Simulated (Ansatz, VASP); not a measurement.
**Sc2Ta3O in VASP and in Ansatz**

```xyz
6
Lattice="3.3846 0.0000 0.0000 0.0000 3.3846 0.0000 0.0000 0.0000 7.5185" Properties=species:S:1:pos:R:3 pbc="T T T"
Sc    1.6923    0.0000    5.5628
Sc    0.0000    1.6923    1.9558
Ta    1.6923    0.0000    2.8837
Ta    0.0000    1.6923    4.6349
Ta    0.0000    0.0000    0.0000
O     1.6923    1.6923    0.0000
```

Change from the starting cell: species swapped into the Hf2GaSb3 type (P-4m2, No. 115).

Alike in both runs: task single point; functional PBE; k mesh 6 × 6 × 2; occupations gaussian, width 0.1 eV; no spin polarisation.

|  | VASP | Ansatz |
| --- | --- | --- |
| version | VASP 6.6.1 | Ansatz 0.2.0 |
| potentials or method | VASP PAW PBE potentials, release 64 (Sc_sv, Ta_pv, O), cutoff 520 eV | scalar-relativistic, plane waves, PAW |
| valence electrons in the cell | 61 | 67 |

VASP gave:

- gap on the k mesh at the Fermi level (eV): none
- rms of the force components (eV/Å): 0.991

Task: Estimate Ansatz's values.

Result: gap on the k mesh at the Fermi level (eV): none; rms of the force components (eV/Å): 0.987.

Atom by atom the forces differ by 0.004 eV/Å (rms over components). A gap of «none» marks a metal or a gap that the smearing closes. VASP's potentials hold 61 valence electrons a cell and Ansatz's 67, so a difference there can come from the potentials and not from the codes.

The k mesh is coarse, so the values compare programs but aren't converged. Spin-orbit coupling is off throughout.
